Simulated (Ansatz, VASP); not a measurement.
**One calculation of AlNi3, two programs**

```xyz
4
Lattice="0.0000 2.8019 2.8019 2.8019 0.0000 2.8019 2.8019 2.8019 0.0000" Properties=species:S:1:pos:R:3 pbc="T T T"
Al    2.8019    2.8019    2.8019
Ni    1.4009    1.4009    1.4009
Ni    0.0000    0.0000    0.0000
Ni    4.2028    4.2028    4.2028
```

Alike in both runs: task single point; functional PBEsol; k mesh 14 × 14 × 14; occupations gaussian, width 0.01 eV; no spin polarisation.

|  | VASP | Ansatz |
| --- | --- | --- |
| version | VASP 6.6.1 | Ansatz 0.2.0 |
| potentials or method | VASP PAW PBE potentials, release 64 (Al, Ni), cutoff 520 eV | scalar-relativistic, plane waves, PAW |
| valence electrons in the cell | 33 | 57 |

```csv
,VASP,Ansatz,Ansatz less VASP
gap on the k mesh at the Fermi level (eV),none,none,-
pressure (GPa),-0.7,-0.8,-0.09
```

VASP's potentials were made for PBE, not for PBEsol. A gap of «none» marks a metal or a gap that the smearing closes. VASP's potentials hold 33 valence electrons a cell and Ansatz's 57, so a difference there can come from the potentials and not from the codes.
